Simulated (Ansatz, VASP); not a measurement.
**PbSe: VASP beside Ansatz**

POSCAR

```
PbSe
1.0
    0.0000000000      3.0887022195      2.9960411529
    3.0887022195      0.0000000000      2.9960411529
    3.0887022195      3.0887022195      0.0000000000
Pb Se
1 1
Direct
    0.0000000000      0.0000000000      0.0000000000
    0.5000000000      0.5000000000      0.5000000000
```

File INCAR.step1:

```
  PREC = Accurate
  ENCUT = 520
  ISMEAR = 0
  SIGMA = 0.01
  LREAL = F
  LASPH = T
  NELM = 80
  NBANDS = 17
  GGA = PE
  ALGO = Normal
  EDIFF = 1E-4
  LWAVE = T
  LCHARG = F
```

Contents of INCAR.step2:

```
  PREC = Accurate
  ENCUT = 520
  EDIFF = 1E-6
  ISMEAR = 0
  SIGMA = 0.01
  LREAL = F
  LASPH = T
  NELM = 80
  ALGO = Normal
  ISIF = 2
  LWAVE = F
  LCHARG = T
  METAGGA = R2SCAN
  LMIXTAU = T
  LELF = T
  LVHAR = T
  NBANDS = 17
  ISTART = 1
```

Contents of KPOINTS:

```
Automatic mesh
0
Gamma
  8 8 8
```

Input for Ansatz:

```yaml
crystal:
  lattice:
    - [0.0, 3.0887022195, 2.9960411529]
    - [3.0887022195, 0.0, 2.9960411529]
    - [3.0887022195, 3.0887022195, 0.0]
  atoms:
    - { symbol: Pb, position: [0.0, 0.0, 0.0] }
    - { symbol: Se, position: [0.5, 0.5, 0.5] }
kpoints:
  mp_grid: { grid: [8, 8, 8] }
  band_path:
    path:
      - [0.0, 0.0, 0.0]
      - [0.5, 0.0, 0.5]
      - [0.625, 0.25, 0.625]
      - [0.375, 0.375, 0.75]
      - [0.5, 0.5, 0.5]
      - [0.5, 0.25, 0.75]
      - [0.0, 0.0, 0.5]
    npoints: 1
hamiltonian:
  xc: r2scan
scf:
  occupations: { method: fixed }
  n_extra_bands: 4
output:
  forces: true
  stress: true
  eigenvalues: true
```

Change from the starting cell: uniaxial_z strain -3.0%.

Alike in both runs: task single point; functional r2SCAN; k mesh 8 × 8 × 8; no spin polarisation.

|  | VASP | Ansatz |
| --- | --- | --- |
| version | VASP 6.6.1 | Ansatz 0.2.0 |
| potentials or method | VASP PAW PBE potentials, release 64 (Pb_d, Se) | plane waves, PAW |
| plane-wave cutoff (eV) | 520 | 500 |
| occupations | gaussian, width 0.01 eV | fixed |
| valence electrons in the cell | 20 | 30 |

```tsv
	VASP	Ansatz	Ansatz less VASP
gap on the k mesh at the Fermi level (eV)	0.54	0.53	-0.006
pressure (GPa)	1.8	1.8	-0.01
traceless stress, the component that is largest in VASP (GPa)	2.85	2.84	-0.010
```

VASP's potentials were made for PBE, not for r2SCAN. VASP's potentials hold 20 valence electrons a cell and Ansatz's 30, so a difference there can come from the potentials and not from the codes.

Neither program's run includes spin-orbit coupling.
